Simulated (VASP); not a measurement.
# Al3B2P (P-6m2) in VASP: notebook

Al3B2P is run at these levels: PBE; tasks: single point, relaxation of cell and atoms.

Everything below comes from runs of VASP 6.6.1. Logs are shortened: lines on timing, memory, paths and dates and some standing lists are left out, and cuts for length are marked.

**1. The cell of the first run**

Symmetry: P-6m2, No. 187, hexagonal system. The conventional cell has a = 3.625 Å, b = 3.625 Å, c = 7.131 Å, α = 90.00°, β = 90.00°, γ = 120.00°. Al (site symmetry -6m2) has 3 Al at 2.09 Å and 6 B at 2.78 Å within 2.8 Å. Within 2.8 Å of Al (site symmetry -6m2) lie 3 P at 2.09 Å and 6 B at 2.72 Å. Within 2.8 Å of Al (site symmetry -6m2) lie 3 Al at 2.09 Å and 6 B at 2.78 Å. Within 3.6 Å of B (site symmetry 3m) lie 3 P at 2.72 Å and 9 Al at 2.72 to 2.78 Å and 1 B at 3.46 Å. Within 2.8 Å of P (site symmetry -6m2) lie 3 Al at 2.09 Å and 6 B at 2.72 Å.

**2. Single point, PBE**

File INCAR:

```
PREC = Accurate ; ENCUT = 520
EDIFF = 1E-6 ; ISMEAR = 0
SIGMA = 0.1 ; LREAL = False
LASPH = True ; NELM = 80
ALGO = Normal ; ISIF = 2
LWAVE = False ; LCHARG = False
GGA = PE ; NBANDS = 19
```

File KPOINTS:

```
regular mesh
0
Gamma
  6 6 4
```

File POSCAR:

```
Al3B2P
1.0
    3.6254217900      0.0000000000      0.0000000000
   -1.8127109000      3.1397073700      0.0000000000
    0.0000000000      0.0000000000      7.1313547900
Al B P
3 2 1
Direct
    0.6666666700      0.3333333300      0.5000000000
    0.0000000000      0.0000000000      0.0000000000
    0.0000000000      0.0000000000      0.5000000000
    0.3333333300      0.6666666700      0.2428220100
    0.3333333300      0.6666666700      0.7571779900
    0.6666666700      0.3333333300      0.0000000000
```

Potentials or basis: VASP PAW PBE potentials, release 64 (Al, B, P).

Command:

```
cat potpaw_PBE.64/Al/POTCAR potpaw_PBE.64/B/POTCAR potpaw_PBE.64/P/POTCAR > POTCAR
mpirun -np 1 vasp_std > vasp.out
```

OUTCAR:

```text
PREC = Accurate
   ENCUT = 520
   EDIFF = 1E-6
   ISMEAR = 0
   LREAL = False
   LASPH = True
   NELM = 80
   ISIF = 2
   GGA = PE

 ion  position               nearest neighbor table
   1  0.667  0.333  0.500-   3 2.09   3 2.09   3 2.09
   2  0.000  0.000  0.000-   6 2.09   6 2.09   6 2.09   4 2.72   5 2.72   4 2.72   5 2.72   4 2.72
                             5 2.72
   3  0.000  0.000  0.500-   1 2.09   1 2.09   1 2.09
   4  0.333  0.667  0.243-   2 2.72   2 2.72   2 2.72
   5  0.333  0.667  0.757-   2 2.72   2 2.72   2 2.72
   6  0.667  0.333  0.000-   2 2.09   2 2.09   2 2.09

  LATTYP: Found a hexagonal cell.
 ALAT       =     3.6254217900
 C/A-ratio  =     1.9670414101

  Lattice vectors:

 A1 = (   3.6254217900,   0.0000000000,   0.0000000000)
 A2 = (  -1.8127109000,   3.1397073700,   0.0000000000)
 A3 = (   0.0000000000,   0.0000000000,   7.1313547900)

Analysis of symmetry for initial positions (statically):
=====================================================================
 Subroutine PRICEL returns:
 Original cell was already a primitive cell.

 Routine SETGRP: Setting up the symmetry group for a
 hexagonal supercell.

 Subroutine GETGRP returns: Found 12 space group operations
 (whereof 12 operations were pure point group operations)
 out of a pool of 24 trial point group operations.

The static configuration has the point symmetry D_3h.

Analysis of symmetry for dynamics (positions and initial velocities):
=====================================================================
 Subroutine PRICEL returns:
 Original cell was already a primitive cell.

 Routine SETGRP: Setting up the symmetry group for a
 hexagonal supercell.

 Subroutine GETGRP returns: Found 12 space group operations
 (whereof 12 operations were pure point group operations)
 out of a pool of 24 trial point group operations.

The dynamic configuration has the point symmetry D_3h.

 Subroutine INISYM returns: Found 12 space group operations
 (whereof 12 operations are pure point group operations),
 and found     1 'primitive' translations

----------------------------------------------------------------------------------------

                                     Primitive cell

  volume of cell :      81.1745

  direct lattice vectors                    reciprocal lattice vectors
     3.625421790  0.000000000  0.000000000     0.275829975  0.159250510  0.000000000
    -1.812710900  3.139707370  0.000000000     0.000000000  0.318501020  0.000000000
     0.000000000  0.000000000  7.131354790     0.000000000  0.000000000  0.140225810

  length of vectors
     3.625421790  3.625421793  7.131354790     0.318501020  0.318501020  0.140225810

  position of ions in fractional coordinates (direct lattice)
     0.666666670  0.333333330  0.500000000
     0.000000000  0.000000000  0.000000000
     0.000000000  0.000000000  0.500000000
     0.333333330  0.666666670  0.242822010
     0.333333330  0.666666670  0.757177990
     0.666666670  0.333333330  0.000000000

  ion indices of the primitive-cell ions
   primitive index   ion index
                 1           1
                 2           2
                 3           3
                 4           4
                 5           5
                 6           6

----------------------------------------------------------------------------------------

 KPOINTS: regular mesh

Automatic generation of k-mesh.
 Grid dimensions read from file:
 generate k-points for:    6    6    4

 Generating k-lattice:

  Cartesian coordinates                     Fractional coordinates (reciprocal lattice)
     0.045971662  0.026541752  0.000000000     0.166666667 -0.000000000  0.000000000
     0.000000000  0.053083503  0.000000000     0.000000000  0.166666667  0.000000000
     0.000000000  0.000000000  0.035056452     0.000000000  0.000000000  0.250000000

  Length of vectors
     0.053083503  0.053083503  0.035056452

  Shift w.r.t. Gamma in fractional coordinates (k-lattice)
     0.000000000  0.000000000  0.000000000

 Subroutine IBZKPT returns following result:
[... 47 lines left out ...]

 E-fermi :   7.3651     XC(G=0): -10.5537

 val. band max:        7.3035903404   @ k =   0.1667  -0.0000   0.0000
 cond. band min:       7.4156705039   @ k =   0.3333   0.1667   0.2500
 fundamental gap:      0.1120801635
 Fermi energy:         7.3650716538

 k-point     1 :       0.0000    0.0000    0.0000
  band No.  band energies     occupation
      1      -6.6639      2.00000
      2      -3.0864      2.00000
      3      -1.3689      2.00000
      4       4.5851      2.00000
      5       4.6936      2.00000
      6       4.6936      2.00000
[... 11 lines left out ...]
     18      11.9233      0.00000
     19      12.4602      0.00000

 k-point     2 :       0.1667   -0.0000    0.0000
  band No.  band energies     occupation
      1      -6.3152      2.00000
      2      -2.6992      2.00000
      3      -1.0124      2.00000
      4       2.5674      2.00000
      5       4.0713      2.00000
      6       4.8871      2.00000
[... 11 lines left out ...]
     18      13.0085      0.00000
     19      13.4031      0.00000

 k-point     3 :       0.3333   -0.0000    0.0000
  band No.  band energies     occupation
      1      -5.3496      2.00000
      2      -1.6384      2.00000
      3       0.0318      2.00000
      4       0.0365      2.00000
      5       3.0532      2.00000
      6       3.2864      2.00000
[... 11 lines left out ...]
     18      14.3504      0.00000
     19      14.6089      0.00000

 k-point     4 :       0.5000   -0.0000    0.0000
  band No.  band energies     occupation
      1      -4.4865      2.00000
      2      -1.7784      2.00000
      3       0.3912      2.00000
      4       0.7506      2.00000
      5       1.3301      2.00000
      6       2.4201      2.00000
[... 341 lines left out ...]
     18      12.7714      0.00000
     19      14.4066      0.00000

 k-point    20 :       0.3333    0.1667    0.5000
  band No.  band energies     occupation
      1      -4.5627      2.00000
      2      -0.9568      2.00000
      3      -0.9447      2.00000
      4       1.3312      2.00000
      5       1.3658      2.00000
      6       3.3030      2.00000
[... 11 lines left out ...]
     18      13.7300      0.00000
     19      14.7724      0.00000

 k-point    21 :       0.3333    0.3333    0.5000
  band No.  band energies     occupation
      1      -4.0654      2.00000
      2      -0.7324      2.00000
      3      -0.2352      2.00000
      4       0.4695      2.00000
      5       1.1455      2.00000
      6       1.3140      2.00000
[... 11 lines left out ...]
     18      14.2162      0.00000
     19      14.6344      0.00000

------------------------ aborting loop because EDIFF is reached ----------------------------------------

  FORCE on cell =-STRESS in cart. coord.  units (eV):
  Direction    XX          YY          ZZ          XY          YZ          ZX
  --------------------------------------------------------------------------------------
  -------------------------------------------------------------------------------------
  Total       25.5808922     25.5808922     -7.7655310     -0.0000000      0.0000000      0.0000000
  in kB      504.9013276    504.9013277   -153.2717042     -0.0000008      0.0000000      0.0000000
  external PRESSURE =     285.5103170 kB  Pullay stress =       0.0000000 kB

 VOLUME and BASIS-vectors are now :
 -----------------------------------------------------------------------------
  energy-cutoff  :      520.00
  volume of cell :       81.17
      direct lattice vectors                 reciprocal lattice vectors
     3.625421790  0.000000000  0.000000000     0.275829975  0.159250510  0.000000000
    -1.812710900  3.139707370  0.000000000     0.000000000  0.318501020  0.000000000
     0.000000000  0.000000000  7.131354790     0.000000000  0.000000000  0.140225810

 POSITION                                       TOTAL-FORCE (eV/Angst)
 -----------------------------------------------------------------------------------
      1.81271      1.04657      3.56568        -0.000000      0.000000      0.000000
      0.00000      0.00000      0.00000        -0.000000      0.000000      0.000000
      0.00000      0.00000      3.56568        -0.000000      0.000000      0.000000
     -0.00000      2.09314      1.73165         0.000000      0.000000      1.508004
     -0.00000      2.09314      5.39970        -0.000000      0.000000     -1.508004
      1.81271      1.04657      0.00000         0.000000     -0.000000      0.000000
 -----------------------------------------------------------------------------------
    total drift:                                0.000001     -0.000000     -0.000000

  FREE ENERGIE OF THE ION-ELECTRON SYSTEM (eV)
  ---------------------------------------------------
  free  energy   TOTEN  =       -19.0409077516 eV

  energy  without entropy=      -19.0307679559  energy(sigma->0) =      -19.03583785
```

Wall time 23 s (1 thread of Intel Xeon Platinum 8259CL at 2.50GHz (Skylake/Cascade Lake), shared host); peak memory 0.2 GiB.

What came out:

| Property | Result |
| --- | --- |
| Free energy | -19.0409 eV |
| Pressure | 28.6 GPa |
| Largest force | 1.508 eV/Å |
| Band gap on the k mesh | zero (band 10 reaches 9.00 eV, above the bottom of band 11 at 6.32 eV) |

Forces in eV/Å, atoms in the order of the input:
```
Al   0.000  0.000  0.000
Al   0.000  0.000  0.000
Al   0.000  0.000  0.000
B    0.000  0.000  1.508
B    0.000  0.000 -1.508
P    0.000  0.000  0.000
```

Levels at points of the mesh, in eV from the Fermi level:
```
           k point  band 6  band 7  band 8  band 9  band 10  band 11  band 12  band 13  band 14  band 15
(0.00, 0.00, 0.00)   -2.67   -2.37    0.16    0.16     1.63     1.63     1.74     1.74     2.27     3.33
(0.50, 0.00, 0.00)   -4.94   -4.37   -2.06   -1.09    -0.25     0.17     0.85     0.98     2.08     3.03
(0.00, 0.00, 0.50)   -2.66    0.17    0.56    0.56     0.83     0.83     1.40     1.55     1.55     4.60
(0.50, 0.00, 0.50)   -3.99   -3.58   -2.72   -2.47    -1.71    -0.70     0.34     1.89     2.63     3.51
```

Caveat: forces of over 1 eV/Å act on the atoms, so gaps and moduli don't describe the material at rest.

**3. Single point, PBE**

This run uses another cell than the first one, of 14.54 Å³/atom, 1.075 times its volume.

File INCAR:

```
SYSTEM = Al3B2P
  PREC = Accurate
  ENCUT = 520
  EDIFF = 1E-7
  ISMEAR = 0
  SIGMA = 0.1
  LREAL = .False.
  LASPH = .True.
  NELM = 60
  ALGO = Normal
  ISIF = 2
  LWAVE = .False.
  LCHARG = .False.
  GGA = PE
  NBANDS = 19
```

File KPOINTS:

```
Automatic mesh
0
Gamma
  6 6 4
  0 0 0
```

File POSCAR:

```
Al3B2P
1.0
    4.3410629602      0.0000000035      0.0000000000
   -2.1705314831      3.7594708013      0.0000000000
    0.0000000000      0.0000000000      5.3456964421
Al B P
3 2 1
Direct
    0.6666666667      0.3333333333      0.5000000000
    0.0000000000      0.0000000000      0.0000000000
    0.0000000000      0.0000000000      0.5000000000
    0.3333333333      0.6666666667      0.3469110232
    0.3333333333      0.6666666667      0.6530889768
    0.6666666667      0.3333333333      0.0000000000
```

Potentials or basis: VASP PAW PBE potentials, release 64 (Al, B, P).

Command:

```
cat potpaw_PBE.64/Al/POTCAR potpaw_PBE.64/B/POTCAR potpaw_PBE.64/P/POTCAR > POTCAR
mpirun -np 1 vasp_std > vasp.out
```

Run time: 24 s. Hardware: 1 thread of Intel Xeon Platinum 8259CL at 2.50GHz (Skylake/Cascade Lake), shared host; peak memory 0.2 GiB.

Results (log left out):

```
Free energy            : -24.7467 eV
Pressure               : 0.0 GPa
Largest force          : 0.021 eV/Å
Band gap on the k mesh : zero (band 10 reaches 7.52 eV, above the bottom of band 11 at 6.02 eV)
```

Forces on the atoms (eV/Å):
```
Al   0.000  0.000  0.000
Al   0.000  0.000  0.000
Al   0.000  0.000  0.000
B    0.000  0.000 -0.021
B    0.000  0.000  0.021
P    0.000  0.000  0.000
```

Levels at points of the mesh, in eV from the Fermi level:
```csv
k point,band 7,band 8,band 9,band 10,band 11,band 12,band 13,band 14
"(0.00, 0.00, 0.00)",-2.64,-2.64,-2.03,0.15,0.54,0.54,0.73,2.18
"(0.50, 0.00, 0.00)",-3.89,-2.83,-1.73,-0.67,-0.24,0.95,3.15,3.70
"(0.00, 0.00, 0.50)",-2.41,-2.41,-0.76,-0.73,-0.73,-0.08,0.21,0.77
"(0.50, 0.00, 0.50)",-3.47,-3.06,-0.13,0.03,0.54,1.53,3.11,3.48
```

**4. Relaxation of cell and atoms, PBE**

File INCAR:

```
PREC     = Accurate       # precision mode
ENCUT    = 600            # plane-wave cutoff, eV
EDIFF    = 1E-7           # SCF threshold, eV
ISMEAR   = 0              # smearing method
SIGMA    = 0.1            # smearing width, eV
LREAL    = F              # projectors in reciprocal space
LASPH    = T              # aspherical terms in the spheres
NELM     = 80             # most SCF steps
ALGO     = Normal         # electronic algorithm
ISIF     = 3              # what is computed and relaxed
LWAVE    = F              # write WAVECAR
LCHARG   = F              # write CHGCAR
GGA      = PE             # functional
IBRION   = 2              # ionic algorithm
NSW      = 90             # ionic steps
EDIFFG   = -0.04          # ionic threshold
```

File KPOINTS:

```
Automatic mesh
0
Gamma
  6 6 4
```

File POSCAR:

```
Al3B2P
1.0
    3.6254217900      0.0000000000      0.0000000000
   -1.8127109000      3.1397073700      0.0000000000
    0.0000000000      0.0000000000      7.1313547900
Al B P
3 2 1
Direct
    0.6666666700      0.3333333300      0.5000000000
    0.0000000000      0.0000000000      0.0000000000
    0.0000000000      0.0000000000      0.5000000000
    0.3333333300      0.6666666700      0.2428220100
    0.3333333300      0.6666666700      0.7571779900
    0.6666666700      0.3333333300      0.0000000000
```

Command:

```
cat potpaw_PBE.64/Al/POTCAR potpaw_PBE.64/B/POTCAR potpaw_PBE.64/P/POTCAR > POTCAR
mpirun -np 1 vasp_std > vasp.out
```

Run time: 8 min. Hardware: 1 thread of Intel Xeon Platinum 8259CL at 2.50GHz (Skylake/Cascade Lake), shared host; peak memory 0.23 GiB.

The run converged. Its results:

| Quantity | Value |
| --- | --- |
| Free energy | -24.7450 eV |
| Relaxed volume | 14.55 Å³/atom |
| Relaxed cell | a = 4.336 Å, b = 4.336 Å, c = 5.361 Å, α = 90.00°, β = 90.00°, γ = 120.00° |
| Space group after relaxing (to 0.05 Å) | P-6m2 (No. 187) |
| Energy gained by relaxing | 950.5 meV/atom |
| Ionic steps | 23 |
| Pressure after relaxing | -0.1 GPa |
| Largest force after relaxing | 0.003 eV/Å |
| Band gap on the k mesh | zero (band 10 reaches 7.48 eV, above the bottom of band 11 at 6.02 eV) |

Forces on the atoms (eV/Å):
```
Al   0.000  0.000  0.000
Al   0.000  0.000  0.000
Al   0.000  0.000  0.000
B    0.000  0.000 -0.003
B    0.000  0.000  0.003
P    0.000  0.000  0.000
```

Stress tensor (GPa, compression positive):
```
 0.08  0.00  0.00
 0.00  0.08  0.00
 0.00  0.00 -0.35
```

The path:
| step | energy change (eV) | largest force (eV/Å) | pressure (GPa) | volume (Å³) |
| --- | --- | --- | --- | --- |
| 1 | 0.0000 | 1.5074 | 28.55 | 81.17 |
| 2 | -3.0957 | 0.6113 | -9.96 | 110.63 |
| 3 | -3.2910 | 0.8216 | -5.12 | 101.77 |
| 4 | -3.2949 | 0.8047 | -5.62 | 102.48 |
| 5 | -3.8062 | 0.7654 | -4.26 | 95.90 |
| 6 | -4.3977 | 1.1581 | 7.71 | 76.32 |
| 7 | -4.4497 | 0.8567 | 4.01 | 79.87 |
| 8 | -4.6988 | 1.4798 | 1.02 | 82.06 |
| 9 | -5.1275 | 0.1486 | 1.86 | 87.99 |
| 10 | -5.0162 | 2.0087 | -1.02 | 84.57 |
| 11 | -5.2083 | 1.8791 | -0.50 | 86.33 |
| 12 | -5.2259 | 1.3892 | 0.25 | 87.12 |
| 13 | -5.2566 | 0.1110 | 1.07 | 88.28 |
| 14 | -5.2652 | 0.4467 | 0.76 | 87.94 |
| 15 | -5.3742 | 0.3980 | 0.13 | 88.22 |
| 16 | -5.5932 | 0.2335 | -1.39 | 88.97 |
| 17 | -5.6801 | 0.1060 | -2.00 | 90.10 |
| 18 | -5.6842 | 0.0917 | -2.06 | 89.95 |
| 19 | -5.6841 | 0.0817 | -2.07 | 89.90 |
| 20 | -5.6978 | 0.1248 | -1.03 | 88.62 |
| 21 | -5.7023 | 0.1635 | 0.00 | 87.43 |
| 22 | -5.7024 | 0.1657 | 0.06 | 87.36 |
| 23 | -5.7032 | 0.0033 | -0.06 | 87.31 |

Final structure:
```
Al B P
1.0
     4.33636    0.00000    0.00000
    -2.16818    3.75540    0.00000
     0.00000    0.00000    5.36142
Al B P
3 2 1
Cartesian
  2.1682 1.2518 2.6807
  0.0000 0.0000 0.0000
  0.0000 0.0000 2.6807
  0.0000 2.5036 1.8617
  0.0000 2.5036 3.4998
  2.1682 1.2518 0.0000
```

Levels at points of the mesh, in eV from the Fermi level:
```tsv
k point	band 6	band 7	band 8	band 9	band 10	band 11	band 12	band 13	band 14
(0.00, 0.00, 0.00)	-3.02	-2.63	-2.63	-2.01	0.16	0.52	0.52	0.74	2.21
(0.50, 0.00, 0.00)	-4.63	-3.90	-2.82	-1.75	-0.68	-0.23	0.94	3.17	3.71
(0.00, 0.00, 0.50)	-3.05	-2.40	-2.40	-0.76	-0.73	-0.73	-0.08	0.22	0.79
(0.50, 0.00, 0.50)	-4.02	-3.47	-3.06	-0.15	0.01	0.50	1.50	3.09	3.47
```

**5. Single point, PBE**

This run uses another cell than the first one, of 14.54 Å³/atom, 1.075 times its volume.

File INCAR:

```
ALGO = Normal ; EDIFF = 1E-7
ENCUT = 520 ; GGA = PE
ISIF = 2 ; ISMEAR = 0
LASPH = True ; LCHARG = False
LREAL = False ; LWAVE = False
NBANDS = 19 ; NELM = 80
PREC = Accurate ; SIGMA = 0.1
```

File KPOINTS:

```
k-points
0
Gamma
  12 12 8
```

File POSCAR:

```
Al3B2P
1.0
    4.3308292300      0.0000000000      0.0000000000
   -2.1654146150      3.7506081327      0.0000000000
    0.0000000000      0.0000000000      5.3697983578
Al B P
3 2 1
Direct
    0.6666666667      0.3333333333      0.5000000000
    0.0000000000      0.0000000000      0.0000000000
    0.0000000000      0.0000000000      0.5000000000
    0.3333333333      0.6666666667      0.3478302277
    0.3333333333      0.6666666667      0.6521697723
    0.6666666667      0.3333333333      0.0000000000
```

Command:

```
cat potpaw_PBE.64/Al/POTCAR potpaw_PBE.64/B/POTCAR potpaw_PBE.64/P/POTCAR > POTCAR
mpirun -np 1 vasp_std > vasp.out
```

Wall time 97 s (1 thread of Intel Xeon Platinum 8259CL at 2.50GHz (Skylake/Cascade Lake), shared host); peak memory 0.28 GiB.

It converged, with:

```yaml
Free_energy: -24.7079 eV
Pressure: 0.0 GPa
Largest_force: 0.007 eV/Å
Band_gap_on_the_k_mesh: zero (band 10 reaches 7.50 eV, above the bottom of band 11 at 6.04 eV)
```

Forces in eV/Å, atoms in the order of the input:
```
Al   0.000  0.000  0.000
Al   0.000  0.000  0.000
Al   0.000  0.000  0.000
B    0.000  0.000 -0.007
B    0.000  0.000  0.007
P    0.000  0.000  0.000
```

Levels at points of the mesh, in eV from the Fermi level:
| k point | band 7 | band 8 | band 9 | band 10 | band 11 | band 12 | band 13 | band 14 |
| --- | --- | --- | --- | --- | --- | --- | --- | --- |
| (0.00, 0.00, 0.00) | -2.63 | -2.63 | -1.98 | 0.17 | 0.52 | 0.52 | 0.76 | 2.23 |
| (0.50, 0.00, 0.00) | -3.90 | -2.81 | -1.77 | -0.68 | -0.22 | 0.95 | 3.19 | 3.73 |
| (0.00, 0.00, 0.50) | -2.41 | -2.41 | -0.75 | -0.72 | -0.72 | -0.07 | 0.23 | 0.81 |
| (0.50, 0.00, 0.50) | -3.47 | -3.05 | -0.16 | 0.00 | 0.48 | 1.48 | 3.09 | 3.48 |

**6. The runs side by side**

```csv
task,cell,k mesh,cutoff (eV),gap on the mesh (eV),pressure (GPa),largest force (eV/Å)
single point,"a = 3.625, b = 3.625, c = 7.131 Å, angles 90.0, 90.0, 120.0°, 6 atoms",6 × 6 × 4,520,none,28.6,1.51
single point,"a = 4.341, b = 4.341, c = 5.346 Å, angles 90.0, 90.0, 120.0°, 6 atoms",6 × 6 × 4,520,none,0.0,0.02
relaxation of cell and atoms,"relaxed from a = 3.625, b = 3.625, c = 7.131 Å, angles 90.0, 90.0, 120.0°, 6 atoms",6 × 6 × 4,600,none,-0.1,-
single point,"a = 4.331, b = 4.331, c = 5.370 Å, angles 90.0, 90.0, 120.0°, 6 atoms",12 × 12 × 8,520,none,0.0,0.01
```

Alike in all rows: level PBE; potentials or basis VASP PAW PBE potentials, release 64 (Al, B, P); no spin polarisation; smearing gaussian 0.1 eV.

Caveats: forces of over 1 eV/Å act on the atoms, so gaps and moduli don't describe the material at rest (some runs).

Total energies depend on the potentials used, so only differences within one code and one set of settings carry meaning.
